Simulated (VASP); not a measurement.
# ZnCd2SeS2 (P1) in VASP: settings compared, part 2 of 2

VASP 6.6.1. The steps go on from the part before.

### 5 Single point, PBEsol

The input, INCAR:

```
PREC = Accurate ; ENCUT = 520
EDIFF = 1E-6 ; ISMEAR = -1
SIGMA = 0.05 ; LREAL = False
LASPH = True ; NELM = 100
ALGO = Normal ; ISIF = 2
LWAVE = False ; LCHARG = False
GGA = PS ; NBANDS = 36
```

The input, KPOINTS:

```
Automatic mesh
0
Gamma
  4 4 2
```

The input, POSCAR:

```
ZnCd2SeS2
1.0
    2.9122460000     -2.9122460000      0.0000000000
    0.0000000000      2.9122460000     -2.9122460000
    5.7130060000      5.7130060000      5.7130060000
Cd S Zn Se
2 2 1 1
Direct
    0.0041990000      0.0186810000      0.9983580000
    0.3247760000      0.6516400000      0.3412930000
    0.0035410000      0.0007140000      0.2555780000
    0.3520800000      0.6739050000      0.5955170000
    0.6652560000      0.3269720000      0.6741360000
    0.6758460000      0.3505100000      0.9154380000
```

Potentials or basis: VASP PAW PBE potentials, release 64 (Cd, S, Zn, Se).

Command:

```
$ cat potpaw_PBE.64/Cd/POTCAR potpaw_PBE.64/S/POTCAR potpaw_PBE.64/Zn/POTCAR potpaw_PBE.64/Se/POTCAR > POTCAR
$ mpirun -np 1 vasp_std > vasp.out
```

OUTCAR:

```text
PREC = Accurate
   ENCUT = 520
   EDIFF = 1E-6
   ISMEAR = -1
   LREAL = False
   LASPH = True
   NELM = 100
   ISIF = 2
   GGA = PS

 ion  position               nearest neighbor table
   1  0.004  0.019  0.998-   6 2.49   6 2.52   6 2.53   3 2.55
   2  0.325  0.652  0.341-   3 2.47   4 2.52   3 2.54   3 2.57
   3  0.004  0.001  0.256-   2 2.47   2 2.54   1 2.55   2 2.57
   4  0.352  0.674  0.596-   5 2.46   5 2.48   2 2.52   5 2.57
   5  0.665  0.327  0.674-   6 2.39   4 2.46   4 2.48   4 2.57
   6  0.676  0.351  0.915-   5 2.39   1 2.49   1 2.52   1 2.53

  LATTYP: Found a hexagonal cell.
 ALAT       =     4.1185377902
 C/A-ratio  =     2.4026043125

  Lattice vectors:

 A1 = (   2.9122460000,  -2.9122460000,   0.0000000000)
 A2 = (   0.0000000000,   2.9122460000,  -2.9122460000)
 A3 = (   5.7130060000,   5.7130060000,   5.7130060000)

Analysis of symmetry for initial positions (statically):
=====================================================================
 Subroutine PRICEL returns:
 Original cell was already a primitive cell.

 Routine SETGRP: Setting up the symmetry group for a
 hexagonal supercell.

 Subroutine GETGRP returns: Found  1 space group operations
 (whereof  1 operations were pure point group operations)
 out of a pool of 24 trial point group operations.

The static configuration has the point symmetry C_1 .

Analysis of symmetry for dynamics (positions and initial velocities):
=====================================================================
 Subroutine PRICEL returns:
 Original cell was already a primitive cell.

 Routine SETGRP: Setting up the symmetry group for a
 hexagonal supercell.

 Subroutine GETGRP returns: Found  1 space group operations
 (whereof  1 operations were pure point group operations)
 out of a pool of 24 trial point group operations.

The dynamic configuration has the point symmetry C_1 .

 Subroutine INISYM returns: Found  1 space group operations
 (whereof  1 operations are pure point group operations),
 and found     1 'primitive' translations

----------------------------------------------------------------------------------------

                                     Primitive cell

  volume of cell :     145.3590

  direct lattice vectors                    reciprocal lattice vectors
     2.912246000 -2.912246000  0.000000000     0.228918390 -0.114459195 -0.114459195
     0.000000000  2.912246000 -2.912246000     0.114459195  0.114459195 -0.228918390
     5.713006000  5.713006000  5.713006000     0.058346400  0.058346400  0.058346400

  length of vectors
     4.118537790  4.118537790  9.895216656     0.280366625  0.280366625  0.101058929

  position of ions in fractional coordinates (direct lattice)
     0.004199000  0.018681000  0.998358000
     0.324776000  0.651640000  0.341293000
     0.003541000  0.000714000  0.255578000
     0.352080000  0.673905000  0.595517000
     0.665256000  0.326972000  0.674136000
     0.675846000  0.350510000  0.915438000

  ion indices of the primitive-cell ions
   primitive index   ion index
                 1           1
                 2           2
                 3           3
                 4           4
                 5           5
                 6           6

[... 24 lines left out ...]
 Found     20 irreducible k-points:

 Following reciprocal coordinates:
            Coordinates               Weight
  0.000000  0.000000  0.000000      1.000000
  0.250000  0.000000  0.000000      2.000000
  0.000000  0.250000  0.000000      2.000000
 -0.250000  0.250000  0.000000      2.000000
  0.500000  0.000000  0.000000      1.000000
  0.000000  0.500000  0.000000      1.000000
[... 12 lines left out ...]
 -0.250000  0.500000  0.500000      2.000000
  0.500000  0.250000  0.500000      2.000000
   k-points           NKPTS =     20   k-points in BZ     NKDIM =     20   number of bands    NBANDS=     36
   number of dos      NEDOS =    301   number of ions     NIONS =      6
   total plane-waves  NPLWV =  81920
   dimension x,y,z NGX =    32 NGY =   32 NGZ =   80
   dimension x,y,z NGXF=    64 NGYF=   64 NGZF=  160
   ions per type =               2   2   1   1
   NGX,Y,Z   is equivalent  to a cutoff of  12.92, 12.92, 13.44 a.u.
   NGXF,Y,Z  is equivalent  to a cutoff of  25.83, 25.83, 26.88 a.u.
 SYSTEM =  unknown system
   PREC   = accura    normal or accurate (medium, high low for compatibility)
   ISTART =      0    job   : 0-new  1-cont  2-samecut
   ICHARG =      2    charge: 1-file 2-atom 10-const
   ISPIN  =      1    spin polarized calculation?
   LNONCOLLINEAR =      F non collinear calculations
   LSORBIT =      F    spin-orbit coupling
   LASPH  =      T    aspherical Exc in radial PAW
   ENCUT  =  520.0 eV  38.22 Ry    6.18 a.u.   7.66  7.66 18.40*2*pi/ulx,y,z
   NELM   =    100;   NELMIN=  2; NELMDL= -5     # of ELM steps
   EDIFF  = 0.1E-05   stopping-criterion for ELM
   LREAL  =      F    real-space projection
   EDIFFG = 0.1E-04   stopping-criterion for IOM
   NSW    =      0    number of steps for IOM
   IBRION =     -1    ionic relax: 0-MD 1-quasi-New 2-CG
   NFREE  =      0    steps in history (QN), initial steepest desc. (CG)
   ISIF   =      2    stress and relaxation
   ISYM   =      2    0-nonsym 1-usesym 2-fastsym
   POTIM  = 0.5000    time-step for ionic-motion
   TEBEG  =    0.0;   TEEND  =   0.0 temperature during run
   PSTRESS=    0.0 pullay stress
   NELECT =      54.0000    total number of electrons
   NUPDOWN=      -1.0000    fix difference up-down
   EMIN   =  10.00;   EMAX   =-10.00  energy-range for DOS
   EFERMI =   0.00;   METHOD = LEGACY
   ISMEAR =    -1;   SIGMA  =   0.05  broadening in eV -4-tet -1-fermi 0-gaus
   EFERMI_NEDOS =   21; number of points for ismear=-14 and -15
   IALGO  =     38    algorithm
   IMIX   =      4    mixing-type and parameters
     AMIX     =   0.40;   BMIX     =  1.00
     AMIX_MAG =   1.60;   BMIX_MAG =  1.00
  volume/ion in A,a.u.               =      24.23       163.49
  Fermi-wavevector in a.u.,A,eV,Ry     =   1.176862  2.223946 18.844114  1.385003
  Thomas-Fermi vector in A             =   2.313218
   LORBIT       =      0    0 simple, 1 ext, 2 COOP (PROOUT), +10 PAW based schemes
   GGA     = PS    functional components
   LHFCALC =     F    Hartree Fock is set to
   AEXX    =    0.0000 exact exchange contribution
   IVDW    =     0    specifies the selected vdW correction
   LEPSILON=     F    determine dielectric tensor
   LRPA    =     F    only Hartree local field effects (RPA)
 non-spin polarized calculation
  energy-cutoff  :      520.00
  volume of cell :      145.36
 maximum number of plane-waves:      3931
 NGX is ok and might be reduce to    32
   NGX = 15   NGY = 15   NGZ = 37

 number of electron      54.0000004 magnetization

 Free energy of the ion-electron system (eV)
  ---------------------------------------------------
  ext. energy  EPLUGINS =         0.00000000
  ---------------------------------------------------
  free energy    TOTEN  =       -19.99643788 eV

  energy without entropy =      -19.99643052  energy(sigma->0) =      -19.99643420

 E-fermi :   1.8340     XC(G=0):  -9.3999

 val. band max:        1.3376859193   @ k =   0.0000   0.0000   0.0000
 cond. band min:       2.2899376776   @ k =   0.0000   0.0000   0.0000
 fundamental gap:      0.9522517584
 Fermi energy:         1.8340222155

 k-point     1 :       0.0000    0.0000    0.0000
  band No.  band energies     occupation
      1     -11.7201      2.00000
      2     -10.9014      2.00000
      3     -10.6763      2.00000
      4      -6.8251      2.00000
      5      -6.8024      2.00000
      6      -6.5238      2.00000
[... 769 lines left out ...]
     35       8.1210      0.00000
     36       8.3417      0.00000

------------------------ aborting loop because EDIFF is reached ----------------------------------------

  FORCE on cell =-STRESS in cart. coord.  units (eV):
  Direction    XX          YY          ZZ          XY          YZ          ZX
  --------------------------------------------------------------------------------------
  -------------------------------------------------------------------------------------
  Total        0.5221097      0.4493118      0.3863477      0.3759595     -0.2709390      0.2584681
  in kB        5.7548009      4.9524069      4.2584044      4.1439032     -2.9863459      2.8488891
  external PRESSURE =       4.9885374 kB  Pullay stress =       0.0000000 kB

 VOLUME and BASIS-vectors are now :
 -----------------------------------------------------------------------------
  energy-cutoff  :      520.00
  volume of cell :      145.36
      direct lattice vectors                 reciprocal lattice vectors
     2.912246000 -2.912246000  0.000000000     0.228918390 -0.114459195 -0.114459195
     0.000000000  2.912246000 -2.912246000     0.114459195  0.114459195 -0.228918390
     5.713006000  5.713006000  5.713006000     0.058346400  0.058346400  0.058346400

 POSITION                                       TOTAL-FORCE (eV/Angst)
 -----------------------------------------------------------------------------------
      5.71585      5.74580      5.64922         0.596873      0.324913      0.518727
      2.89564      2.90172      0.05207         0.192344      0.089213     -0.230584
      1.47043      1.45189      1.45804        -0.228700     -0.144028      0.155064
      4.42754      4.33943      1.43962         0.212032      0.385741      0.405413
      5.78873      2.86618      2.89912        -0.327162     -0.451194     -0.502962
      7.19813      4.28244      4.20913        -0.445387     -0.204646     -0.345658
 -----------------------------------------------------------------------------------
    total drift:                                0.000789      0.000648      0.000323

  FREE ENERGIE OF THE ION-ELECTRON SYSTEM (eV)
  ---------------------------------------------------
  free  energy   TOTEN  =       -19.9964378779 eV

  energy  without entropy=      -19.9964305168  energy(sigma->0) =      -19.99643420
```

OSZICAR:

```text
N       E                     dE             d eps       ncg     rms          rms(c)
DAV:   1     0.421893068204E+03    0.42189E+03   -0.25480E+04  1440   0.150E+03
DAV:   2     0.176885872460E+02   -0.40420E+03   -0.38791E+03  1464   0.368E+02
DAV:   3    -0.203944531920E+02   -0.38083E+02   -0.37603E+02  1712   0.114E+02
DAV:   4    -0.213311626143E+02   -0.93671E+00   -0.93419E+00  1696   0.173E+01
DAV:   5    -0.213433724052E+02   -0.12210E-01   -0.12207E-01  1772   0.201E+00    0.123E+01
DAV:   6    -0.200247275085E+02    0.13186E+01   -0.26671E+00  1932   0.274E+01    0.936E+00
DAV:   7    -0.200215568429E+02    0.31707E-02   -0.17235E+00  1580   0.736E+00    0.381E+00
DAV:   8    -0.199968578658E+02    0.24699E-01   -0.21262E-01  1608   0.419E+00    0.721E-01
DAV:   9    -0.199961573758E+02    0.70049E-03   -0.16099E-02  1680   0.112E+00    0.219E-01
DAV:  10    -0.199962791904E+02   -0.12181E-03   -0.16258E-03  1768   0.279E-01    0.120E-01
DAV:  11    -0.199964228639E+02   -0.14367E-03   -0.38323E-04  1648   0.167E-01    0.492E-02
DAV:  12    -0.199964350531E+02   -0.12189E-04   -0.69881E-05  1704   0.688E-02    0.133E-02
DAV:  13    -0.199964377529E+02   -0.26999E-05   -0.11496E-05  1656   0.244E-02    0.103E-02
DAV:  14    -0.199964378779E+02   -0.12495E-06   -0.14447E-06  1212   0.109E-02
   1 F= -.19996438E+02 E0= -.19996434E+02  d E =-.736112E-05
```

stdout:

```text
POSCAR found type information on POSCAR CdS ZnSe
 POSCAR found :  4 types and       6 ions
 scaLAPACK will be used
 -----------------------------------------------------------------------------
|                                                                             |
|                                                                             |
|     You enforced a specific xc type in the INCAR file but a different       |
|     I HOPE YOU KNOW WHAT YOU ARE DOING!                                     |
|                                                                             |
 -----------------------------------------------------------------------------

 LDA part: xc-table for (Slater+PW92), standard interpolation
 POSCAR, INCAR and KPOINTS ok, starting setup
 FFT: planning ... GRIDC
 FFT: planning ... GRID_SOFT
 FFT: planning ... GRID
 WAVECAR not read
 entering main loop
```

Run time: 81 s. Hardware: 1 thread of Intel Xeon Platinum 8375C at 2.90GHz (Ice Lake), shared host; peak memory 0.33 GiB.

Results:

```yaml
Free_energy: -19.9964 eV
Pressure: 0.5 GPa
Largest_force: 0.855 eV/Å
Band_gap_on_the_k_mesh: 0.95 eV
```

Forces on the atoms (eV/Å):
```
Cd   0.597  0.325  0.519
Cd   0.192  0.089 -0.231
S   -0.229 -0.144  0.155
S    0.212  0.386  0.405
Zn  -0.327 -0.451 -0.503
Se  -0.445 -0.205 -0.346
```

Levels at points of the mesh, in eV from the valence-band top:
```csv
k point,band 24,band 25,band 26,band 27,band 28,band 29,band 30,band 31
"(0.00, 0.00, 0.00)",-0.56,-0.04,-0.02,0.00,0.95,2.49,2.78,5.93
"(0.50, 0.00, 0.00)",-1.72,-1.61,-1.23,-1.15,3.05,3.48,3.77,3.97
"(0.00, 0.50, 0.00)",-1.71,-1.68,-1.21,-1.15,3.15,3.52,3.84,3.96
"(0.50, 0.50, 0.00)",-1.74,-1.65,-1.20,-1.15,3.10,3.54,3.82,3.95
"(0.00, 0.00, 0.50)",-0.43,-0.36,-0.15,-0.13,2.04,2.29,2.59,5.72
"(0.50, 0.00, 0.50)",-1.92,-1.75,-0.84,-0.77,2.61,3.44,3.72,4.65
"(0.00, 0.50, 0.50)",-1.86,-1.74,-0.88,-0.80,2.74,3.55,3.83,4.56
"(0.50, 0.50, 0.50)",-1.87,-1.73,-0.89,-0.77,2.69,3.52,3.78,4.71
```

Caveat: the k points lie up to 0.44 Å⁻¹ apart; the PAW data sets were made with another functional, which shifts forces and pressure a little.

### 6 Single point, PBEsol

The input, INCAR:

```
PREC = Accurate
ENCUT = 520
EDIFF = 1E-6
ISMEAR = 0
SIGMA = 0.01
LREAL = F
LASPH = T
NELM = 80
ALGO = Normal
ISIF = 2
LWAVE = F
LCHARG = T
GGA = PS
LELF = T
LVHAR = T
NBANDS = 36
```

KPOINTS is that of step 5.

POSCAR is that of step 5.

Potentials or basis: VASP PAW PBE potentials, release 64 (Cd, S, Zn, Se).

Command:

```
$ cat potpaw_PBE.64/Cd/POTCAR potpaw_PBE.64/S/POTCAR potpaw_PBE.64/Zn/POTCAR potpaw_PBE.64/Se/POTCAR > POTCAR
$ mpirun -np 1 vasp_std > vasp.out
```

It took 82 s on 1 thread of Intel Xeon Platinum 8375C at 2.90GHz (Ice Lake), shared host; peak memory 0.33 GiB.

Results (log left out):

```yaml
Free_energy: -19.9964 eV
Pressure: 0.5 GPa
Largest_force: 0.855 eV/Å
Band_gap_on_the_k_mesh: 0.95 eV
```

Forces in eV/Å, atoms in the order of the input:
```
Cd   0.597  0.325  0.519
Cd   0.192  0.089 -0.231
S   -0.229 -0.144  0.155
S    0.212  0.386  0.405
Zn  -0.327 -0.451 -0.503
Se  -0.445 -0.205 -0.346
```

Stress tensor (GPa, compression positive):
```
 0.58  0.41  0.28
 0.41  0.50 -0.30
 0.28 -0.30  0.43
```

Levels at points of the mesh, in eV from the valence-band top:
```tsv
k point	band 25	band 26	band 27	band 28	band 29	band 30
(0.00, 0.00, 0.00)	-0.04	-0.02	0.00	0.95	2.49	2.78
(0.50, 0.00, 0.00)	-1.61	-1.23	-1.15	3.05	3.48	3.77
(0.00, 0.50, 0.00)	-1.68	-1.21	-1.15	3.15	3.52	3.84
(0.50, 0.50, 0.00)	-1.65	-1.20	-1.15	3.10	3.54	3.82
(0.00, 0.00, 0.50)	-0.36	-0.15	-0.13	2.04	2.29	2.59
(0.50, 0.00, 0.50)	-1.75	-0.84	-0.77	2.61	3.44	3.72
(0.00, 0.50, 0.50)	-1.74	-0.88	-0.80	2.74	3.55	3.83
(0.50, 0.50, 0.50)	-1.73	-0.89	-0.77	2.69	3.52	3.78
```

Caveat: the k points lie up to 0.44 Å⁻¹ apart; the PAW data sets were made with another functional, which shifts forces and pressure a little.

### 7 Single point, PBE

The input, INCAR:

```
ALGO     = Normal         # electronic algorithm
EDIFF    = 1E-6           # SCF threshold, eV
ENCUT    = 520            # plane-wave cutoff, eV
GGA      = PE             # functional
ISIF     = 2              # what is computed and relaxed
ISMEAR   = -1             # smearing method
LASPH    = True           # aspherical terms in the spheres
LCHARG   = False          # write CHGCAR
LREAL    = False          # projectors in reciprocal space
LWAVE    = False          # write WAVECAR
NBANDS   = 36             # bands
NELM     = 100            # most SCF steps
PREC     = Accurate       # precision mode
SIGMA    = 0.05           # smearing width, eV
```

The input, KPOINTS:

```
k-points
0
Gamma
  4 4 2
```

POSCAR is that of step 6.

Command:

```
$ cat potpaw_PBE.64/Cd/POTCAR potpaw_PBE.64/S/POTCAR potpaw_PBE.64/Zn/POTCAR potpaw_PBE.64/Se/POTCAR > POTCAR
$ mpirun -np 1 vasp_std > vasp.out
```

Wall time 78 s (1 thread of Intel Xeon Platinum 8375C at 2.90GHz (Ice Lake), shared host); peak memory 0.33 GiB.

Results (log left out):

- Free energy: -17.8575 eV
- Pressure: 3.6 GPa
- Largest force: 0.894 eV/Å
- Band gap on the k mesh: 1.08 eV

Forces on the atoms (eV/Å):
```
Cd   0.624  0.343  0.540
Cd   0.199  0.095 -0.239
S   -0.240 -0.152  0.169
S    0.232  0.415  0.435
Zn  -0.356 -0.493 -0.543
Se  -0.459 -0.207 -0.361
```

Stress tensor (GPa, compression positive):
```
 3.69  0.49  0.32
 0.49  3.61 -0.35
 0.32 -0.35  3.54
```

Levels at points of the mesh, in eV from the valence-band top:
| k point | band 25 | band 26 | band 27 | band 28 | band 29 | band 30 |
| --- | --- | --- | --- | --- | --- | --- |
| (0.00, 0.00, 0.00) | -0.04 | -0.02 | 0.00 | 1.08 | 2.60 | 2.90 |
| (0.50, 0.00, 0.00) | -1.58 | -1.22 | -1.13 | 3.19 | 3.58 | 3.88 |
| (0.00, 0.50, 0.00) | -1.64 | -1.19 | -1.13 | 3.30 | 3.61 | 3.94 |
| (0.50, 0.50, 0.00) | -1.62 | -1.18 | -1.13 | 3.25 | 3.64 | 3.93 |
| (0.00, 0.00, 0.50) | -0.36 | -0.15 | -0.12 | 2.13 | 2.40 | 2.71 |
| (0.50, 0.00, 0.50) | -1.72 | -0.83 | -0.76 | 2.72 | 3.57 | 3.85 |
| (0.00, 0.50, 0.50) | -1.71 | -0.87 | -0.79 | 2.85 | 3.69 | 3.96 |
| (0.50, 0.50, 0.50) | -1.71 | -0.88 | -0.76 | 2.81 | 3.65 | 3.92 |

Caveat: the k points lie up to 0.44 Å⁻¹ apart.

### 8 Summary

```tsv
level	k mesh	smearing	gap on the mesh (eV)	pressure (GPa)	largest force (eV/Å)
PBEsol+D4	1 × 1 × 1, shifted	fermi-dirac 0.05 eV	3.40	-4.8	0.97
PBEsol	2 × 2 × 2, shifted	fermi-dirac 0.05 eV	2.97	-0.2	0.83
PBEsol	4 × 4 × 2	fermi-dirac 0.05 eV	0.95	0.5	0.85
PBEsol	4 × 4 × 2	gaussian 0.01 eV	0.95	0.5	0.85
PBE	4 × 4 × 2	fermi-dirac 0.05 eV	1.08	3.6	0.89
```

Alike in all rows: task single point; potentials or basis VASP PAW PBE potentials, release 64 (Cd, S, Zn, Se); no spin polarisation; cell as given; cutoff (eV) 520.

Caveats: all runs use coarse meshes; the PAW data sets were made with another functional, which shifts forces and pressure a little (at least some runs); a shifted mesh leaves out Γ, where band edges can lie (at least some runs).

Absolute energies hang on the potentials; compare differences alone.
